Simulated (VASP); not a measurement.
# Ga3Se (Pm-3m) in VASP: notebook

Runs on Ga3Se. Level: PBE. Tasks: single point.

Everything below comes from runs of VASP 6.6.1. Logs are shortened: lines on timing, memory, paths and dates and some standing lists are left out, and cuts for length are marked.

### Step 1. The cell of the first run

The structure is cubic, space group Pm-3m (No. 221). The conventional cell has a = 3.929 Å, b = 3.929 Å, c = 3.929 Å, α = 90.00°, β = 90.00°, γ = 90.00°. Within 3.7 Å of Se (site symmetry m-3m) lie 12 Ga at 2.78 Å. Within 3.7 Å of Ga (site symmetry 4/mmm) lie 4 Se at 2.78 Å and 8 Ga at 2.78 Å.

### Step 2. Single point, PBE

INCAR reads:

```
PREC = Accurate
ENCUT = 520
EDIFF = 1E-7
ISMEAR = -1
SIGMA = 0.05
LREAL = F
LASPH = T
NELM = 80
ALGO = Normal
ISIF = 2
LWAVE = F
LCHARG = F
GGA = PE
NBANDS = 30
```

KPOINTS reads:

```
Automatic mesh
0
Gamma
  6 6 6
```

POSCAR reads:

```
Ga3Se
1.0
    3.9288454403      0.0000000000      0.0000000000
    0.0000000000      3.9288454403      0.0000000000
    0.0000000000      0.0000000000      3.9288454403
Se Ga
1 3
Direct
    0.0000000000      0.0000000000      0.0000000000
    0.5000000000      0.5000000000      0.0000000000
    0.5000000000      0.0000000000      0.5000000000
    0.0000000000      0.5000000000      0.5000000000
```

Potentials or basis: VASP PAW PBE potentials, release 64 (Se, Ga_d).

Run with:

```console
> cat potpaw_PBE.64/Se/POTCAR potpaw_PBE.64/Ga_d/POTCAR > POTCAR
> mpirun -np 1 vasp_std > vasp.out
```

OUTCAR:

```text
PREC = Accurate
   ENCUT = 520
   EDIFF = 1E-7
   ISMEAR = -1
   LREAL = F
   LASPH = T
   NELM = 80
   ISIF = 2
   GGA = PE

 ion  position               nearest neighbor table
   1  0.000  0.000  0.000-   2 2.78   3 2.78   4 2.78   3 2.78   4 2.78   2 2.78   4 2.78   4 2.78
                             2 2.78   3 2.78   3 2.78   2 2.78
   2  0.500  0.500  0.000-   1 2.78   3 2.78   4 2.78   3 2.78   4 2.78   1 2.78   3 2.78   3 2.78
                             1 2.78   4 2.78   4 2.78   1 2.78
   3  0.500  0.000  0.500-   1 2.78   2 2.78   4 2.78   1 2.78   2 2.78   2 2.78   4 2.78   2 2.78
                             1 2.78   4 2.78   1 2.78   4 2.78
   4  0.000  0.500  0.500-   1 2.78   2 2.78   3 2.78   1 2.78   2 2.78   1 2.78   3 2.78   1 2.78
                             2 2.78   3 2.78   2 2.78   3 2.78

  LATTYP: Found a simple cubic cell.
 ALAT       =     3.9288454403

  Lattice vectors:

 A1 = (   3.9288454403,   0.0000000000,   0.0000000000)
 A2 = (   0.0000000000,   3.9288454403,   0.0000000000)
 A3 = (   0.0000000000,   0.0000000000,   3.9288454403)

Analysis of symmetry for initial positions (statically):
=====================================================================
 Subroutine PRICEL returns:
 Original cell was already a primitive cell.

 Routine SETGRP: Setting up the symmetry group for a
 simple cubic supercell.

 Subroutine GETGRP returns: Found 48 space group operations
 (whereof 48 operations were pure point group operations)
 out of a pool of 48 trial point group operations.

The static configuration has the point symmetry O_h .

Analysis of symmetry for dynamics (positions and initial velocities):
=====================================================================
 Subroutine PRICEL returns:
 Original cell was already a primitive cell.

 Routine SETGRP: Setting up the symmetry group for a
 simple cubic supercell.

 Subroutine GETGRP returns: Found 48 space group operations
 (whereof 48 operations were pure point group operations)
 out of a pool of 48 trial point group operations.

The dynamic configuration has the point symmetry O_h .

 Subroutine INISYM returns: Found 48 space group operations
 (whereof 48 operations are pure point group operations),
 and found     1 'primitive' translations

----------------------------------------------------------------------------------------

                                     Primitive cell

  volume of cell :      60.6450

  direct lattice vectors                    reciprocal lattice vectors
     3.928845440  0.000000000  0.000000000     0.254527702  0.000000000  0.000000000
     0.000000000  3.928845440  0.000000000     0.000000000  0.254527702  0.000000000
     0.000000000  0.000000000  3.928845440     0.000000000  0.000000000  0.254527702

  length of vectors
     3.928845440  3.928845440  3.928845440     0.254527702  0.254527702  0.254527702

  position of ions in fractional coordinates (direct lattice)
     0.000000000  0.000000000  0.000000000
     0.500000000  0.500000000  0.000000000
     0.500000000  0.000000000  0.500000000
     0.000000000  0.500000000  0.500000000

  ion indices of the primitive-cell ions
   primitive index   ion index
                 1           1
                 2           2
                 3           3
                 4           4

----------------------------------------------------------------------------------------

 KPOINTS: Automatic mesh

Automatic generation of k-mesh.
 Grid dimensions read from file:
 generate k-points for:    6    6    6

 Generating k-lattice:

  Cartesian coordinates                     Fractional coordinates (reciprocal lattice)
     0.042421284  0.000000000  0.000000000     0.166666667  0.000000000  0.000000000
     0.000000000  0.042421284  0.000000000     0.000000000  0.166666667  0.000000000
     0.000000000  0.000000000  0.042421284     0.000000000  0.000000000  0.166666667

  Length of vectors
     0.042421284  0.042421284  0.042421284

  Shift w.r.t. Gamma in fractional coordinates (k-lattice)
     0.000000000  0.000000000  0.000000000

 Subroutine IBZKPT returns following result:
 ===========================================

 Found     20 irreducible k-points:

 Following reciprocal coordinates:
            Coordinates               Weight
  0.000000  0.000000  0.000000      1.000000
  0.166667  0.000000  0.000000      6.000000
  0.333333  0.000000  0.000000      6.000000
  0.500000  0.000000  0.000000      3.000000
  0.166667  0.166667  0.000000     12.000000
  0.333333  0.166667  0.000000     24.000000
[... 12 lines left out ...]
  0.500000  0.500000  0.333333      6.000000
  0.500000  0.500000  0.500000      1.000000
   k-points           NKPTS =     20   k-points in BZ     NKDIM =     20   number of bands    NBANDS=     30
   number of dos      NEDOS =    301   number of ions     NIONS =      4
   total plane-waves  NPLWV =  27000
   dimension x,y,z NGX =    30 NGY =   30 NGZ =   30
   dimension x,y,z NGXF=    60 NGYF=   60 NGZF=   60
   ions per type =               1   3
   NGX,Y,Z   is equivalent  to a cutoff of  12.69, 12.69, 12.69 a.u.
   NGXF,Y,Z  is equivalent  to a cutoff of  25.39, 25.39, 25.39 a.u.
 SYSTEM =  unknown system
   PREC   = accura    normal or accurate (medium, high low for compatibility)
   ISTART =      0    job   : 0-new  1-cont  2-samecut
   ICHARG =      2    charge: 1-file 2-atom 10-const
   ISPIN  =      1    spin polarized calculation?
   LNONCOLLINEAR =      F non collinear calculations
   LSORBIT =      F    spin-orbit coupling
   LASPH  =      T    aspherical Exc in radial PAW
   ENCUT  =  520.0 eV  38.22 Ry    6.18 a.u.   7.31  7.31  7.31*2*pi/ulx,y,z
   NELM   =     80;   NELMIN=  2; NELMDL= -5     # of ELM steps
   EDIFF  = 0.1E-06   stopping-criterion for ELM
   LREAL  =      F    real-space projection
   EDIFFG = 0.1E-05   stopping-criterion for IOM
   NSW    =      0    number of steps for IOM
   IBRION =     -1    ionic relax: 0-MD 1-quasi-New 2-CG
   NFREE  =      0    steps in history (QN), initial steepest desc. (CG)
   ISIF   =      2    stress and relaxation
   ISYM   =      2    0-nonsym 1-usesym 2-fastsym
   POTIM  = 0.5000    time-step for ionic-motion
   TEBEG  =    0.0;   TEEND  =   0.0 temperature during run
   PSTRESS=    0.0 pullay stress
   NELECT =      45.0000    total number of electrons
   NUPDOWN=      -1.0000    fix difference up-down
   EMIN   =  10.00;   EMAX   =-10.00  energy-range for DOS
   EFERMI =   0.00;   METHOD = LEGACY
   ISMEAR =    -1;   SIGMA  =   0.05  broadening in eV -4-tet -1-fermi 0-gaus
   EFERMI_NEDOS =   21; number of points for ismear=-14 and -15
   IALGO  =     38    algorithm
   IMIX   =      4    mixing-type and parameters
     AMIX     =   0.40;   BMIX     =  1.00
     AMIX_MAG =   1.60;   BMIX_MAG =  1.00
  volume/ion in A,a.u.               =      15.16       102.31
  Fermi-wavevector in a.u.,A,eV,Ry     =   1.482111  2.800784 29.887278  2.196653
  Thomas-Fermi vector in A             =   2.595938
   LORBIT       =      0    0 simple, 1 ext, 2 COOP (PROOUT), +10 PAW based schemes
   GGA     = PE    functional components
   LHFCALC =     F    Hartree Fock is set to
   AEXX    =    0.0000 exact exchange contribution
   IVDW    =     0    specifies the selected vdW correction
   LEPSILON=     F    determine dielectric tensor
   LRPA    =     F    only Hartree local field effects (RPA)
 non-spin polarized calculation
  energy-cutoff  :      520.00
  volume of cell :       60.64
 maximum number of plane-waves:      1659
 NGX is ok and might be reduce to    30
   NGX = 15   NGY = 15   NGZ = 15

 number of electron      44.9999968 magnetization

 Free energy of the ion-electron system (eV)
  ---------------------------------------------------
  ext. energy  EPLUGINS =         0.00000000
  ---------------------------------------------------
  free energy    TOTEN  =       -10.65093478 eV

  energy without entropy =      -10.63461778  energy(sigma->0) =      -10.64277628

 E-fermi :   8.5303     XC(G=0): -12.0937

 val. band max:        8.3029685669   @ k =   0.3333   0.0000   0.0000
 cond. band min:       8.5445099702   @ k =   0.3333   0.1667   0.0000
 fundamental gap:      0.2415414033
 Fermi energy:         8.5302544493

 k-point     1 :       0.0000    0.0000    0.0000
  band No.  band energies     occupation
      1      -7.9164      2.00000
      2      -6.9982      2.00000
      3      -6.9982      2.00000
      4      -6.9982      2.00000
      5      -6.8936      2.00000
      6      -6.8936      2.00000
[... 22 lines left out ...]
     29      15.7238      0.00000
     30      16.0573      0.00000

 k-point     2 :       0.1667    0.0000    0.0000
  band No.  band energies     occupation
      1      -7.7567      2.00000
      2      -6.9884      2.00000
      3      -6.9683      2.00000
      4      -6.9683      2.00000
      5      -6.8883      2.00000
      6      -6.8649      2.00000
[... 22 lines left out ...]
     29      16.2549      0.00000
     30      16.6692      0.00000

 k-point     3 :       0.3333    0.0000    0.0000
  band No.  band energies     occupation
      1      -7.3858      2.00000
      2      -6.9668      2.00000
      3      -6.8880      2.00000
      4      -6.8880      2.00000
      5      -6.8826      2.00000
      6      -6.7945      2.00000
[... 22 lines left out ...]
     29      16.8008      0.00000
     30      17.4502      0.00000

 k-point     4 :       0.5000    0.0000    0.0000
  band No.  band energies     occupation
      1      -7.1388      2.00000
      2      -6.9546      2.00000
      3      -6.9099      2.00000
      4      -6.8194      2.00000
      5      -6.8194      2.00000
      6      -6.8103      2.00000
[... 484 lines left out ...]
     29      17.9714      0.00000
     30      17.9869      0.00000

 k-point    19 :       0.5000    0.5000    0.3333
  band No.  band energies     occupation
      1      -7.5361      2.00000
      2      -6.8808      2.00000
      3      -6.8800      2.00000
      4      -6.8800      2.00000
      5      -6.8166      2.00000
      6      -6.8166      2.00000
[... 22 lines left out ...]
     29      18.0201      0.00000
     30      18.9857      0.00000

 k-point    20 :       0.5000    0.5000    0.5000
  band No.  band energies     occupation
      1      -7.6018      2.00000
      2      -6.9006      2.00000
      3      -6.9006      2.00000
      4      -6.9006      2.00000
      5      -6.8217      2.00000
      6      -6.8217      2.00000
[... 22 lines left out ...]
     29      19.9959      0.00000
     30      20.2099      0.00000

------------------------ aborting loop because EDIFF is reached ----------------------------------------

  FORCE on cell =-STRESS in cart. coord.  units (eV):
  Direction    XX          YY          ZZ          XY          YZ          ZX
  --------------------------------------------------------------------------------------
  -------------------------------------------------------------------------------------
  Total       11.4515024     11.4515024     11.4515024      0.0000000      0.0000000     -0.0000000
  in kB      302.5368069    302.5368069    302.5368069      0.0000000      0.0000000     -0.0000000
  external PRESSURE =     302.5368069 kB  Pullay stress =       0.0000000 kB

 VOLUME and BASIS-vectors are now :
 -----------------------------------------------------------------------------
  energy-cutoff  :      520.00
  volume of cell :       60.64
      direct lattice vectors                 reciprocal lattice vectors
     3.928845440  0.000000000  0.000000000     0.254527702  0.000000000  0.000000000
     0.000000000  3.928845440  0.000000000     0.000000000  0.254527702  0.000000000
     0.000000000  0.000000000  3.928845440     0.000000000  0.000000000  0.254527702

 POSITION                                       TOTAL-FORCE (eV/Angst)
 -----------------------------------------------------------------------------------
      0.00000      0.00000      0.00000         0.000000      0.000000      0.000000
      1.96442      1.96442      0.00000         0.000000      0.000000      0.000000
      1.96442      0.00000      1.96442         0.000000      0.000000      0.000000
      0.00000      1.96442      1.96442         0.000000      0.000000      0.000000
 -----------------------------------------------------------------------------------
    total drift:                                0.000000      0.000000     -0.000000

  FREE ENERGIE OF THE ION-ELECTRON SYSTEM (eV)
  ---------------------------------------------------
  free  energy   TOTEN  =       -10.6509347804 eV

  energy  without entropy=      -10.6346177821  energy(sigma->0) =      -10.64277628
```

It took 20 s on 1 thread of Intel Xeon 6975P-C (Granite Rapids), shared host; peak memory 0.17 GiB.

Results:

| Property | Result |
| --- | --- |
| Free energy | -10.6509 eV |
| Pressure | 30.3 GPa |
| Band gap on the k mesh | zero (an odd number of electrons rules out a gap without spin polarisation) |

Levels at points of the mesh, in eV from the Fermi level:
```tsv
k point	band 20	band 21	band 22	band 23	band 24	band 25	band 26	band 27
(0.00, 0.00, 0.00)	-5.67	-2.59	-2.59	2.04	2.04	2.04	5.27	5.27
(0.50, 0.00, 0.00)	-4.19	-1.49	-1.14	-1.14	-0.89	0.21	5.41	5.41
(0.50, 0.50, 0.00)	-3.16	-1.23	0.04	0.04	1.23	1.23	1.95	2.23
(0.50, 0.50, 0.50)	-5.68	-5.68	-5.68	-5.31	5.83	5.83	5.83	11.46
```

Caveat: the cell stands under pressure.

(Continued in part 2 of 2.)

The gap in the log of VASP goes by the Fermi energy; the results here count the filled bands.